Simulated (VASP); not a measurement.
A run of VASP 6.6.1:

The input INCAR:

```
PREC     = Accurate       # precision mode
ENCUT    = 500            # plane-wave cutoff, eV
EDIFF    = 1E-7           # SCF threshold, eV
ISMEAR   = 0              # smearing method
SIGMA    = 0.1            # smearing width, eV
LREAL    = F              # projectors in reciprocal space
LASPH    = T              # aspherical terms in the spheres
NELM     = 120            # most SCF steps
ALGO     = Normal         # electronic algorithm
ISIF     = 3              # what is computed and relaxed
LWAVE    = F              # write WAVECAR
LCHARG   = F              # write CHGCAR
GGA      = PE             # functional
IBRION   = 2              # ionic algorithm
NSW      = 90             # ionic steps
EDIFFG   = -0.04          # ionic threshold
GGA_COMPAT= F            
NELMIN   = 4
```

The input KPOINTS:

```
regular mesh
0
Gamma
  6 6 4
```

File POSCAR:

```
Si4Hg
1.0
    1.9571792000     -3.3487103300      0.0000000000
    1.9571792000      3.3487103300      0.0000000000
    0.0000000000      0.0000000000      6.9293238600
Si Hg
4 1
Direct
    0.0000000000      0.5000000000      0.8086477500
    0.5000000000      0.0000000000      0.1913522500
    0.0000000000      0.5000000000      0.1913522500
    0.5000000000      0.0000000000      0.8086477500
    0.5000000000      0.5000000000      0.5000000000
```

Potentials or basis: VASP PAW PBE potentials, release 64 (Si, Hg).

Launch:

```sh
$ cat potpaw_PBE.64/Si/POTCAR potpaw_PBE.64/Hg/POTCAR > POTCAR
$ mpirun -np 1 vasp_std > vasp.out
```

Hardware: 1 thread of Intel(R) Xeon(R) Platinum 8488C (Sapphire Rapids), on a shared host.

Problem. How long does it take, and how much memory?

Solution. It took 15 min on 1 thread of Intel(R) Xeon(R) Platinum 8488C (Sapphire Rapids), on a shared host, peak memory 0.24 GiB. Counts: scf iterations 254, k points 39, ion steps 26.
